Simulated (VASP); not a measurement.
# Mo in VASP: relaxation of the atoms with PBE

Aim: the relaxation of the atoms of Mo with PBE.

All numbers are computed with VASP 6.6.1; they aren't measurements. Logs are shortened: lines on timing, memory, paths and dates and some standing lists are left out, and cuts for length are marked.

**1. The cell of the first run**

The cell holds a slab with vacuum, 3 atoms: a = 2.737 Å, b = 2.737 Å, c = 18.470 Å, α = 90.00°, β = 90.00°, γ = 109.47°.

**2. Relaxation of the atoms, PBE**

INCAR

```
SYSTEM = Mo
PREC = Accurate
ENCUT = 450
EDIFF = 1E-7
ISMEAR = 0
SIGMA = 0.1
LREAL = .FALSE.
LASPH = .TRUE.
NELM = 120
ALGO = Normal
ISIF = 2
LWAVE = .FALSE.
LCHARG = .FALSE.
LDIPOL = .TRUE.
IDIPOL = 3
DIPOL = 0.5 0.5 0.500
GGA = PE
IBRION = 2
NSW = 70
EDIFFG = -0.03
GGA_COMPAT = .FALSE.
NELMIN = 4
NELMDL = -8
```

KPOINTS

```
Automatic mesh
0
G
  11 11 1
  0 0 0
```

POSCAR

```
Mo
1.0
    2.7370454665      0.0000000000      0.0000000000
   -0.9123484888      2.5805112131      0.0000000000
    0.0000000000      0.0000000000     18.4695765305
Mo
3
Selective dynamics
Direct
    0.5000000000      0.5000000000      0.3790016511  F F F
    0.0000000000      0.0000000000      0.5000000000  T T T
    0.5000000000      0.5000000000      0.6209983489  T T T
```

Potentials or basis: VASP PAW PBE potentials, release 64 (Mo_sv).

Command:

```bash
> cat potpaw_PBE.64/Mo_sv/POTCAR > POTCAR
> mpirun -np 1 vasp_std > vasp.out
```

OUTCAR:

```text
SYSTEM = Mo
   PREC = Accurate
   ENCUT = 450
   EDIFF = 1E-7
   ISMEAR = 0
   LREAL = .FALSE.
   LASPH = .TRUE.
   NELM = 120
   ISIF = 2
   GGA = PE
   IBRION = 2
   NSW = 70
   EDIFFG = -0.03
   NELMIN = 4
   NELMDL = -8

 ion  position               nearest neighbor table
   1  0.500  0.500  0.379-   2 2.74   2 2.74   2 3.16   2 3.16
   2  0.000  0.000  0.500-   1 2.74   3 2.74   1 2.74   3 2.74   1 3.16   3 3.16   1 3.16   3 3.16

   3  0.500  0.500  0.621-   2 2.74   2 2.74   2 3.16   2 3.16

  LATTYP: Found a base centered orthorhombic cell.
 ALAT       =     3.1604678738
 B/A-ratio  =     1.4142135623
 C/A-ratio  =     5.8439374384

  Lattice vectors:

 A1 = (   2.7370454665,   0.0000000000,   0.0000000000)
 A2 = (  -0.9123484888,   2.5805112131,   0.0000000000)
 A3 = (   0.0000000000,   0.0000000000,  18.4695765305)

Analysis of symmetry for initial positions (statically):
=====================================================================
 Subroutine PRICEL returns:
 Original cell was already a primitive cell.

 Routine SETGRP: Setting up the symmetry group for a
 base centered orthorhombic supercell.

 Subroutine GETGRP returns: Found  8 space group operations
 (whereof  8 operations were pure point group operations)
 out of a pool of  8 trial point group operations.

The static configuration has the point symmetry D_2h.

Analysis of symmetry for dynamics (positions and initial velocities):
=====================================================================
 Subroutine PRICEL returns:
 Original cell was already a primitive cell.

 Routine SETGRP: Setting up the symmetry group for a
 base centered orthorhombic supercell.

 Subroutine GETGRP returns: Found  8 space group operations
 (whereof  8 operations were pure point group operations)
 out of a pool of  8 trial point group operations.

The dynamic configuration has the point symmetry D_2h.

Analysis of constrained symmetry for selective dynamics:
=====================================================================
 Subroutine PRICEL returns:
 Original cell was already a primitive cell.

[... 124 lines left out ...]
   ISMEAR =     0;   SIGMA  =   0.10  broadening in eV -4-tet -1-fermi 0-gaus
   EFERMI_NEDOS =   21; number of points for ismear=-14 and -15
   IALGO  =     38    algorithm
   IMIX   =      4    mixing-type and parameters
     AMIX     =   0.40;   BMIX     =  1.00
     AMIX_MAG =   1.60;   BMIX_MAG =  1.00
  volume/ion in A,a.u.               =      43.48       293.44
  Fermi-wavevector in a.u.,A,eV,Ry     =   1.122044  2.120355 17.129485  1.258982
  Thomas-Fermi vector in A             =   2.258701
   LORBIT       =      0    0 simple, 1 ext, 2 COOP (PROOUT), +10 PAW based schemes
   GGA     = PE    functional components
   LHFCALC =     F    Hartree Fock is set to
   AEXX    =    0.0000 exact exchange contribution
   IVDW    =     0    specifies the selected vdW correction
   LEPSILON=     F    determine dielectric tensor
   LRPA    =     F    only Hartree local field effects (RPA)
 conjugate gradient relaxation of ions
 non-spin polarized calculation
 Gauss-broadening in eV      SIGMA  =   0.10
  energy-cutoff  :      450.00
  volume of cell :      130.45
 maximum number of plane-waves:      2862
   NGX =  9   NGY =  9   NGZ = 63

--------------------------------------- Ionic step        1  -------------------------------------------

 number of electron      41.9999993 magnetization

 Free energy of the ion-electron system (eV)
  ---------------------------------------------------
  ext. energy  EPLUGINS =         0.00000000
  ---------------------------------------------------
  free energy    TOTEN  =       -30.22614973 eV

  energy without entropy =      -30.21163819  energy(sigma->0) =      -30.21889396

------------------------ aborting loop because EDIFF is reached ----------------------------------------

  FORCE on cell =-STRESS in cart. coord.  units (eV):
  Direction    XX          YY          ZZ          XY          YZ          ZX
  --------------------------------------------------------------------------------------
  -------------------------------------------------------------------------------------
  Total       -4.2151988     -4.2513521     -2.7484368     -0.0511285      0.0000000      0.0000000
  in kB      -51.7706890    -52.2147204    -33.7560516     -0.6279552      0.0000000      0.0000000
  external PRESSURE =     -45.9138203 kB  Pullay stress =       0.0000000 kB
[... 129 lines left out ...]
  FREE ENERGIE OF THE ION-ELECTRON SYSTEM (eV)
  ---------------------------------------------------
  free  energy   TOTEN  =       -30.2670509801 eV

  energy  without entropy=      -30.2533295978  energy(sigma->0) =      -30.26019029

 dipolmoment           0.000000      0.000000     -0.000203 electrons x Angstroem

--------------------------------------- Ionic step        5  -------------------------------------------

 number of electron      41.9999993 magnetization

 dipolmoment           0.000000      0.000000      0.000122 electrons x Angstroem

 Free energy of the ion-electron system (eV)
  ---------------------------------------------------
  ext. energy  EPLUGINS =         0.00000000
  ---------------------------------------------------
  free energy    TOTEN  =       -30.27443796 eV

  energy without entropy =      -30.26069660  energy(sigma->0) =      -30.26756728

 E-fermi :   1.6265     XC(G=0):  -5.9259

 val. band max:        1.6135993549   @ k =  -0.0909   0.0909   0.0000
 cond. band min:       1.6444734093   @ k =  -0.3636   0.2727   0.0000
 fundamental gap:      0.0308740544
 Fermi energy:         1.6264892533

 k-point     1 :       0.0000    0.0000    0.0000
  band No.  band energies     occupation
      1     -59.6338      2.00000
      2     -59.3136      2.00000
      3     -59.2707      2.00000
      4     -34.1493      2.00000
      5     -33.5039      2.00000
      6     -33.3404      2.00000
[... 661 lines left out ...]
     24       1.4832      1.95728
     25       2.0827      0.00000

 [... further k-points ...]

------------------------ aborting loop because EDIFF is reached ----------------------------------------

 vacuum level on the upper side and lower side of the slab       (xc-potential included)        -0.115        -0.133

  FORCE on cell =-STRESS in cart. coord.  units (eV):
  Direction    XX          YY          ZZ          XY          YZ          ZX
  --------------------------------------------------------------------------------------
  -------------------------------------------------------------------------------------
  Total       -2.8382734     -2.9647864     -0.1416000     -0.1789165      0.0000000      0.0000000
  in kB      -34.8594159    -36.4132378     -1.7391183     -2.1974360      0.0000000      0.0000000
  external PRESSURE =     -24.3372573 kB  Pullay stress =       0.0000000 kB
[... 18 lines left out ...]
  FREE ENERGIE OF THE ION-ELECTRON SYSTEM (eV)
  ---------------------------------------------------
  free  energy   TOTEN  =       -30.2744379554 eV

  energy  without entropy=      -30.2606965979  energy(sigma->0) =      -30.26756728

 reached required accuracy - stopping structural energy minimisation

 vacuum level on the upper side and lower side of the slab         6.179         6.167
```

OSZICAR:

```text
N       E                     dE             d eps       ncg     rms          rms(c)
DAV:   1     0.376474943152E+03    0.37647E+03   -0.26284E+04  2448   0.137E+03
DAV:   2    -0.203634770973E+02   -0.39684E+03   -0.39339E+03  2140   0.425E+02
DAV:   3    -0.322678394798E+02   -0.11904E+02   -0.11537E+02  2432   0.636E+01
[... 93 lines left out ...]
DAV:  13    -0.302744365016E+02   -0.30282E-05   -0.10597E-06  1748   0.409E-03    0.736E-04
DAV:  14    -0.302744371698E+02   -0.66819E-06   -0.11158E-07  1345   0.130E-03    0.497E-04
DAV:  15    -0.302744377174E+02   -0.54764E-06   -0.10005E-07  1346   0.108E-03    0.213E-04
DAV:  16    -0.302744379288E+02   -0.21143E-06   -0.40168E-08  1189   0.684E-04    0.537E-05
DAV:  17    -0.302744379554E+02   -0.26535E-07   -0.67289E-09  1019   0.303E-04
   5 F= -.30274438E+02 E0= -.30267567E+02  d E =-.197757E-01
```

Run time: 4.9 min. Hardware: 1 thread of AMD EPYC 9R45 (Zen 5), shared host; peak memory 0.22 GiB.

What came out:

```
Free energy               : -30.2744 eV
Energy gained by relaxing : 16.1 meV/atom
Ionic steps               : 5
Band gap on the k mesh    : zero (bands 21 and 22 overlap by 1.88 eV)
```

The path:
```csv
step,energy change (eV),largest force on free atoms (eV/Å),pressure (GPa)
1,0.0000,0.5990,-4.59
2,-0.0149,0.4269,-4.20
3,-0.0285,0.4828,-3.30
4,-0.0409,0.2964,-2.97
5,-0.0483,0.0223,-2.43
```

Final structure:
```
Mo
1.0
     2.73705    0.00000    0.00000
    -0.91235    2.58051    0.00000
     0.00000    0.00000   18.46958
Mo
3
Direct
  0.50000 0.50000 0.37900
  0.00000 0.00000 0.49584
  0.50000 0.50000 0.61280
```
